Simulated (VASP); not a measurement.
As, 2 atoms in the cell. The structure is trigonal, space group R-3m (No. 166). The conventional cell has a = 3.811 Å, b = 3.811 Å, c = 10.177 Å, α = 90.00°, β = 90.00°, γ = 120.00°. Within 3.3 Å of As (site symmetry 3m) lie 6 As at 2.53 to 3.08 Å.  This cell differs from its parent crystal: ratio of the length along z to the lengths across it x 0.96, volume and fractional coordinates fixed.

* Program: VASP 6.6.1
* Task: single point
* Functional: PBEsol
* Potentials or basis: VASP PAW PBE potentials, release 64 (As)
* Cutoff: 520 eV
* k mesh: 18 × 18 × 18
* Occupations: gaussian, width 0.15 eV
* Spin: no spin polarisation
* Dipole correction: no
* Further INCAR settings: ALGO = Normal; EDIFF = 1e-07; NBANDS = 12

Potentials or basis: VASP PAW PBE potentials, release 64 (As).

Launch:

```sh
$ cat potpaw_PBE.64/As/POTCAR > POTCAR
$ mpirun -np 1 vasp_std > vasp.out
```

Hardware: 1 thread of Intel(R) Xeon(R) Platinum 8488C (Sapphire Rapids) (shared host).

Problem. How long does it take, and how much memory?

Solution. Run time: 3 min on 1 thread of Intel(R) Xeon(R) Platinum 8488C (Sapphire Rapids), with other jobs on the host, peak memory 0.36 GiB. Counts: scf iterations 11, k points 580.
